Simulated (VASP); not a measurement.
# KMgF3 (P4/mmm) in VASP: further runs

KMgF3 is run at these levels: PBE; tasks: single point.

All numbers are computed with VASP 6.6.1; they aren't measurements. Logs are shortened: lines on timing, memory, paths and dates and some standing lists are left out, and cuts for length are marked.

### Step 1. The cell of the first run

Symmetry: P4/mmm, No. 123, tetragonal system. Conventional cell: a = 3.986 Å, b = 3.986 Å, c = 3.667 Å, α = 90.00°, β = 90.00°, γ = 90.00°. Within 3.7 Å of K (site symmetry 4/mmm) lie 12 F at 2.71 to 2.82 Å and 8 Mg at 3.36 Å and 2 K at 3.67 Å. Mg (site symmetry 4/mmm) has 6 F at 1.83 to 1.99 Å within 2.4 Å. Within 2.6 Å of F (site symmetry mmm) lie 2 Mg at 1.99 Å. F (site symmetry 4/mmm) has 2 Mg at 1.83 Å within 2.4 Å.

### Step 2. Single point, PBE (strain +0.000 along x and y, -0.080 along z)

Input file INCAR:

```
ALGO = Normal
EDIFF = 1E-7
ENCUT = 520
GGA = PE
ISIF = 2
ISMEAR = 0
LASPH = True
LCHARG = True
LELF = True
LREAL = False
LVHAR = True
LWAVE = False
NBANDS = 24
NELM = 80
PREC = Accurate
SIGMA = 0.05
```

Input file KPOINTS:

```
k-points
0
Gamma
  6 6 6
```

Input file POSCAR:

```
KMgF3
1.0
    3.9859000000      0.0000000000      0.0000000000
    0.0000000000      3.9859000000      0.0000000000
    0.0000000000      0.0000000000      3.6670280000
K Mg F
1 1 3
Direct
    0.5000000000      0.5000000000      0.5000000000
    0.0000000000      0.0000000000      0.0000000000
    0.5000000000      0.0000000000      0.0000000000
    0.0000000000      0.5000000000      0.0000000000
    0.0000000000      0.0000000000      0.5000000000
```

Potentials or basis: VASP PAW PBE potentials, release 64 (K_sv, Mg, F).

Started as:

```console
$ cat potpaw_PBE.64/K_sv/POTCAR potpaw_PBE.64/Mg/POTCAR potpaw_PBE.64/F/POTCAR > POTCAR
$ mpirun -np 1 vasp_std > vasp.out
```

OUTCAR:

```text
EDIFF = 1E-7
   ENCUT = 520
   GGA = PE
   ISIF = 2
   ISMEAR = 0
   LASPH = True
   LREAL = False
   NELM = 80
   PREC = Accurate

 ion  position               nearest neighbor table
   1  0.500  0.500  0.500-   3 2.71   4 2.71   3 2.71   4 2.71   3 2.71   3 2.71   4 2.71   4 2.71
                             5 2.82   5 2.82   5 2.82   5 2.82   2 3.36   2 3.36   2 3.36   2 3.36
   2  0.000  0.000  0.000-   5 1.83   5 1.83   3 1.99   4 1.99   4 1.99   3 1.99   1 3.36   1 3.36
                             1 3.36   1 3.36   1 3.36   1 3.36   1 3.36   1 3.36
   3  0.500  0.000  0.000-   2 1.99   2 1.99   1 2.71   1 2.71   1 2.71   1 2.71
   4  0.000  0.500  0.000-   2 1.99   2 1.99   1 2.71   1 2.71   1 2.71   1 2.71
   5  0.000  0.000  0.500-   2 1.83   2 1.83   1 2.82   1 2.82   1 2.82   1 2.82

  LATTYP: Found a simple tetragonal cell.
 ALAT       =     3.9859000000
 C/A-ratio  =     0.9200000000

  Lattice vectors:

 A1 = (   3.9859000000,   0.0000000000,   0.0000000000)
 A2 = (   0.0000000000,   3.9859000000,   0.0000000000)
 A3 = (   0.0000000000,   0.0000000000,   3.6670280000)

Analysis of symmetry for initial positions (statically):
=====================================================================
 Subroutine PRICEL returns:
 Original cell was already a primitive cell.

 Routine SETGRP: Setting up the symmetry group for a
 simple tetragonal supercell.

 Subroutine GETGRP returns: Found 16 space group operations
 (whereof 16 operations were pure point group operations)
 out of a pool of 16 trial point group operations.

The static configuration has the point symmetry D_4h.

Analysis of symmetry for dynamics (positions and initial velocities):
=====================================================================
 Subroutine PRICEL returns:
 Original cell was already a primitive cell.

 Routine SETGRP: Setting up the symmetry group for a
 simple tetragonal supercell.

 Subroutine GETGRP returns: Found 16 space group operations
 (whereof 16 operations were pure point group operations)
 out of a pool of 16 trial point group operations.

The dynamic configuration has the point symmetry D_4h.

 Subroutine INISYM returns: Found 16 space group operations
 (whereof 16 operations are pure point group operations),
 and found     1 'primitive' translations

----------------------------------------------------------------------------------------

                                     Primitive cell

  volume of cell :      58.2595

  direct lattice vectors                    reciprocal lattice vectors
     3.985900000  0.000000000  0.000000000     0.250884367  0.000000000  0.000000000
     0.000000000  3.985900000  0.000000000     0.000000000  0.250884367  0.000000000
     0.000000000  0.000000000  3.667028000     0.000000000  0.000000000  0.272700399

  length of vectors
     3.985900000  3.985900000  3.667028000     0.250884367  0.250884367  0.272700399

  position of ions in fractional coordinates (direct lattice)
     0.500000000  0.500000000  0.500000000
     0.000000000  0.000000000  0.000000000
     0.500000000  0.000000000  0.000000000
     0.000000000  0.500000000  0.000000000
     0.000000000  0.000000000  0.500000000

  ion indices of the primitive-cell ions
   primitive index   ion index
                 1           1
                 2           2
                 3           3
                 4           4
                 5           5

----------------------------------------------------------------------------------------

 KPOINTS: k-points

Automatic generation of k-mesh.
 Grid dimensions read from file:
 generate k-points for:    6    6    6

 Generating k-lattice:

  Cartesian coordinates                     Fractional coordinates (reciprocal lattice)
     0.041814061  0.000000000  0.000000000     0.166666667  0.000000000  0.000000000
     0.000000000  0.041814061  0.000000000     0.000000000  0.166666667  0.000000000
     0.000000000  0.000000000  0.045450067     0.000000000  0.000000000  0.166666667

  Length of vectors
     0.041814061  0.041814061  0.045450067

  Shift w.r.t. Gamma in fractional coordinates (k-lattice)
     0.000000000  0.000000000  0.000000000

 Subroutine IBZKPT returns following result:
 ===========================================

 Found     40 irreducible k-points:

 Following reciprocal coordinates:
            Coordinates               Weight
  0.000000  0.000000  0.000000      1.000000
  0.166667  0.000000  0.000000      4.000000
  0.333333  0.000000  0.000000      4.000000
  0.500000  0.000000  0.000000      2.000000
  0.166667  0.166667  0.000000      4.000000
  0.333333  0.166667  0.000000      8.000000
[... 16 lines left out ...]
  0.333333  0.000000  0.333333      8.000000
  0.500000  0.000000  0.333333      4.000000
 [... further k-points ...]
   k-points           NKPTS =     40   k-points in BZ     NKDIM =     40   number of bands    NBANDS=     24
   number of dos      NEDOS =    301   number of ions     NIONS =      5
   total plane-waves  NPLWV =  25200
   dimension x,y,z NGX =    30 NGY =   30 NGZ =   28
   dimension x,y,z NGXF=    60 NGYF=   60 NGZF=   56
   ions per type =               1   1   3
   NGX,Y,Z   is equivalent  to a cutoff of  12.51, 12.51, 12.69 a.u.
   NGXF,Y,Z  is equivalent  to a cutoff of  25.03, 25.03, 25.39 a.u.
 SYSTEM =  unknown system
   PREC   = accura    normal or accurate (medium, high low for compatibility)
   ISTART =      0    job   : 0-new  1-cont  2-samecut
   ICHARG =      2    charge: 1-file 2-atom 10-const
   ISPIN  =      1    spin polarized calculation?
   LNONCOLLINEAR =      F non collinear calculations
   LSORBIT =      F    spin-orbit coupling
   LASPH  =      T    aspherical Exc in radial PAW
   ENCUT  =  520.0 eV  38.22 Ry    6.18 a.u.   7.41  7.41  6.82*2*pi/ulx,y,z
   NELM   =     80;   NELMIN=  2; NELMDL= -5     # of ELM steps
   EDIFF  = 0.1E-06   stopping-criterion for ELM
   LREAL  =      F    real-space projection
   EDIFFG = 0.1E-05   stopping-criterion for IOM
   NSW    =      0    number of steps for IOM
   IBRION =     -1    ionic relax: 0-MD 1-quasi-New 2-CG
   NFREE  =      0    steps in history (QN), initial steepest desc. (CG)
   ISIF   =      2    stress and relaxation
   ISYM   =      2    0-nonsym 1-usesym 2-fastsym
   POTIM  = 0.5000    time-step for ionic-motion
   TEBEG  =    0.0;   TEEND  =   0.0 temperature during run
   PSTRESS=    0.0 pullay stress
   NELECT =      32.0000    total number of electrons
   NUPDOWN=      -1.0000    fix difference up-down
   EMIN   =  10.00;   EMAX   =-10.00  energy-range for DOS
   EFERMI =   0.00;   METHOD = LEGACY
   ISMEAR =     0;   SIGMA  =   0.05  broadening in eV -4-tet -1-fermi 0-gaus
   EFERMI_NEDOS =   21; number of points for ismear=-14 and -15
   IALGO  =     38    algorithm
   IMIX   =      4    mixing-type and parameters
     AMIX     =   0.40;   BMIX     =  1.00
     AMIX_MAG =   1.60;   BMIX_MAG =  1.00
  volume/ion in A,a.u.               =      11.65        78.63
  Fermi-wavevector in a.u.,A,eV,Ry     =   1.340713  2.533580 24.456626  1.797511
  Thomas-Fermi vector in A             =   2.469004
   LORBIT       =      0    0 simple, 1 ext, 2 COOP (PROOUT), +10 PAW based schemes
   GGA     = PE    functional components
   LHFCALC =     F    Hartree Fock is set to
   AEXX    =    0.0000 exact exchange contribution
   IVDW    =     0    specifies the selected vdW correction
   LEPSILON=     F    determine dielectric tensor
   LRPA    =     F    only Hartree local field effects (RPA)
 non-spin polarized calculation
 Gauss-broadening in eV      SIGMA  =   0.05
  energy-cutoff  :      520.00
  volume of cell :       58.26
 maximum number of plane-waves:      1598
 NGX is ok and might be reduce to    30
   NGX = 15   NGY = 15   NGZ = 13

 number of electron      31.9999963 magnetization

 Free energy of the ion-electron system (eV)
  ---------------------------------------------------
  ext. energy  EPLUGINS =         0.00000000
  ---------------------------------------------------
  free energy    TOTEN  =       -24.04103706 eV

  energy without entropy =      -24.04103706  energy(sigma->0) =      -24.04103706

 E-fermi :  -0.8612     XC(G=0): -10.1029

 val. band max:       -1.1279412759   @ k =   0.5000   0.5000   0.5000
 cond. band min:       6.7953736305   @ k =   0.0000   0.0000   0.0000
 fundamental gap:      7.9233149063
 Fermi energy:        -0.8612172892

 k-point     1 :       0.0000    0.0000    0.0000
  band No.  band energies     occupation
      1     -26.6614      2.00000
      2     -21.6184      2.00000
      3     -20.7586      2.00000
      4     -20.6301      2.00000
      5     -10.1995      2.00000
      6     -10.1995      2.00000
[... 16 lines left out ...]
     23      13.9298      0.00000
     24      16.2877      0.00000

 k-point     2 :       0.1667    0.0000    0.0000
  band No.  band energies     occupation
      1     -26.6515      2.00000
      2     -21.6017      2.00000
      3     -20.7616      2.00000
      4     -20.6579      2.00000
      5     -10.1825      2.00000
      6     -10.1739      2.00000
[... 16 lines left out ...]
     23      13.8708      0.00000
     24      16.1732      0.00000

 k-point     3 :       0.3333    0.0000    0.0000
  band No.  band energies     occupation
      1     -26.6316      2.00000
      2     -21.5661      2.00000
      3     -20.7794      2.00000
      4     -20.7041      2.00000
      5     -10.1482      2.00000
      6     -10.1231      2.00000
[... 16 lines left out ...]
     23      13.5409      0.00000
     24      15.9208      0.00000
[... 514 lines left out ...]
 k-point    23 :       0.3333    0.0000    0.3333
  band No.  band energies     occupation
      1     -26.5915      2.00000
      2     -21.3710      2.00000
      3     -20.9038      2.00000
      4     -20.7168      2.00000
      5     -10.2492      2.00000
      6     -10.1581      2.00000
[... 16 lines left out ...]
     23      14.0724      0.00000
     24      14.6161      0.00000

 k-point    24 :       0.5000    0.0000    0.3333
  band No.  band energies     occupation
      1     -26.5847      2.00000
      2     -21.3588      2.00000
      3     -20.8227      2.00000
      4     -20.8069      2.00000
      5     -10.2495      2.00000
      6     -10.2083      2.00000
[... 16 lines left out ...]
     23      13.2963      0.00000
     24      15.0548      0.00000

 [... further k-points ...]
[... 5 lines left out ...]
  --------------------------------------------------------------------------------------
  -------------------------------------------------------------------------------------
  Total        2.9381037      2.9381037      8.0187277      0.0000000      0.0000000      0.0000000
  in kB       80.7998729     80.7998729    220.5205277      0.0000000      0.0000000      0.0000000
  external PRESSURE =     127.3734245 kB  Pullay stress =       0.0000000 kB

 VOLUME and BASIS-vectors are now :
 -----------------------------------------------------------------------------
  energy-cutoff  :      520.00
  volume of cell :       58.26
      direct lattice vectors                 reciprocal lattice vectors
     3.985900000  0.000000000  0.000000000     0.250884367  0.000000000  0.000000000
     0.000000000  3.985900000  0.000000000     0.000000000  0.250884367  0.000000000
     0.000000000  0.000000000  3.667028000     0.000000000  0.000000000  0.272700399

 POSITION                                       TOTAL-FORCE (eV/Angst)
 -----------------------------------------------------------------------------------
      1.99295      1.99295      1.83351         0.000000      0.000000      0.000000
      0.00000      0.00000      0.00000         0.000000      0.000000      0.000000
      1.99295      0.00000      0.00000         0.000000      0.000000      0.000000
      0.00000      1.99295      0.00000         0.000000      0.000000      0.000000
      0.00000      0.00000      1.83351         0.000000      0.000000      0.000000
 -----------------------------------------------------------------------------------
    total drift:                                0.000000     -0.000000      0.000000

  FREE ENERGIE OF THE ION-ELECTRON SYSTEM (eV)
  ---------------------------------------------------
  free  energy   TOTEN  =       -24.0410370601 eV

  energy  without entropy=      -24.0410370601  energy(sigma->0) =      -24.04103706
```

Run time: 66 s. Hardware: 1 thread of Intel Xeon Platinum 8259CL at 2.50GHz (Skylake/Cascade Lake), shared host; peak memory 0.2 GiB.

Results:

| Property | Result |
| --- | --- |
| Free energy | -24.0410 eV |
| Pressure | 12.7 GPa |
| Band gap on the k mesh | 7.92 eV (least direct gap 8.25 eV) |

Stress tensor (GPa, compression positive):
```
 8.08  0.00  0.00
 0.00  8.08  0.00
 0.00  0.00 22.05
```

Caveat: the cell differs from its parent crystal (strain +0.000 along x and y, -0.080 along z); the cell stands under pressure.

### Step 3. Single point, PBE (strain -0.040 along x and y, +0.040 along z)

Input file INCAR:

```
SYSTEM = KMgF3
ALGO     = Normal         ! electronic algorithm
EDIFF    = 1E-6           ! SCF threshold, eV
ENCUT    = 520            ! plane-wave cutoff, eV
GGA      = PE             ! functional
ISIF     = 2              ! what is computed and relaxed
ISMEAR   = 0              ! smearing method
LASPH    = .TRUE.         ! aspherical terms in the spheres
LCHARG   = .FALSE.        ! write CHGCAR
LREAL    = .FALSE.        ! projectors in reciprocal space
LWAVE    = .FALSE.        ! write WAVECAR
NBANDS   = 24             ! bands
NELM     = 80             ! most SCF steps
PREC     = Accurate       ! precision mode
SIGMA    = 0.05           ! smearing width, eV
```

Input file KPOINTS:

```
k-points
0
G
  6 6 6
  0 0 0
```

Changes to POSCAR since step 2:

```diff
@@ -2,5 +2,5 @@
 1.0
-    3.9859000000      0.0000000000      0.0000000000
-    0.0000000000      3.9859000000      0.0000000000
-    0.0000000000      0.0000000000      3.6670280000
+    3.8264640000      0.0000000000      0.0000000000
+    0.0000000000      3.8264640000      0.0000000000
+    0.0000000000      0.0000000000      4.1453360000
 K Mg F
```

Potentials or basis: VASP PAW PBE potentials, release 64 (K_sv, Mg, F).

Started as:

```console
$ cat potpaw_PBE.64/K_sv/POTCAR potpaw_PBE.64/Mg/POTCAR potpaw_PBE.64/F/POTCAR > POTCAR
$ mpirun -np 1 vasp_std > vasp.out
```

Wall time 45 s (1 thread of Intel Xeon Platinum 8259CL at 2.50GHz (Skylake/Cascade Lake), shared host); peak memory 0.2 GiB.

The run converged. Its results:

| Quantity | Value |
| --- | --- |
| Free energy | -24.2277 eV |
| Pressure | 8.1 GPa |
| Band gap on the k mesh | 7.56 eV (least direct gap 7.92 eV) |

Stress tensor (GPa, compression positive):
```
11.17  0.00  0.00
 0.00 11.17  0.00
 0.00  0.00  1.88
```

Levels at points of the mesh, in eV from the valence-band top:
```tsv
k point	band 14	band 15	band 16	band 17	band 18	band 19
(0.00, 0.00, 0.00)	-0.37	-0.37	-0.37	7.56	9.90	10.28
(0.50, 0.00, 0.00)	-0.97	-0.62	-0.59	10.41	10.85	11.38
(0.50, 0.50, 0.00)	-0.75	-0.75	-0.01	11.17	12.11	12.58
(0.00, 0.00, 0.50)	-0.71	-0.61	-0.61	10.14	10.71	10.78
(0.50, 0.00, 0.50)	-1.12	-0.98	-0.15	11.02	11.73	12.74
(0.50, 0.50, 0.50)	-0.09	-0.09	0.00	10.51	10.51	10.55
```

Caveat: the cell differs from its parent crystal (strain -0.040 along x and y, +0.040 along z); the cell stands under pressure. A k mesh can miss the band edges.

[end of part 1 of 2]
